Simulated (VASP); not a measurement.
A run of VASP 6.6.1:

INCAR

```
SYSTEM = HfN
ALGO     = Normal         ! electronic algorithm
EDIFF    = 1E-6           ! SCF threshold, eV
EDIFFG   = -0.002         ! ionic threshold
ENCUT    = 600            ! plane-wave cutoff, eV
GGA      = PS             ! functional
IBRION   = 2              ! ionic algorithm
ISIF     = 3              ! what is computed and relaxed
ISMEAR   = -1             ! smearing method
LASPH    = .TRUE.         ! aspherical terms in the spheres
LCHARG   = .FALSE.        ! write CHGCAR
LREAL    = .FALSE.        ! projectors in reciprocal space
LWAVE    = .FALSE.        ! write WAVECAR
NELM     = 60             ! most SCF steps
NSW      = 100            ! ionic steps
PREC     = Accurate       ! precision mode
PSTRESS  = 40.0         
SIGMA    = 0.05           ! smearing width, eV
```

The input KPOINTS:

```
k-points
0
G
  18 18 18
  0 0 0
```

File POSCAR:

```
HfN
1.0
    0.0000000000      2.2509011588      2.2509011588
    2.2509011588      0.0000000000      2.2509011588
    2.2509011588      2.2509011588      0.0000000000
Hf N
1 1
Direct
    0.0000000000      0.0000000000      0.0000000000
    0.5000000000      0.5000000000      0.5000000000
```

Potentials or basis: VASP PAW PBE potentials, release 64 (Hf_pv, N).

Command:

```console
$ cat potpaw_PBE.64/Hf_pv/POTCAR potpaw_PBE.64/N/POTCAR > POTCAR
$ mpirun -np 1 vasp_std > vasp.out
```

Hardware: 1 thread of Intel(R) Xeon(R) Platinum 8259CL CPU @ 2.50GHz (Skylake/Cascade Lake) (shared host).

Problem. How long does it take, and how much memory?

Solution. Run time: 5.1 min on 1 thread of Intel(R) Xeon(R) Platinum 8259CL CPU @ 2.50GHz (Skylake/Cascade Lake), with other jobs on the host, peak memory 0.22 GiB. Counts: scf iterations 39, k points 195, ion steps 6.
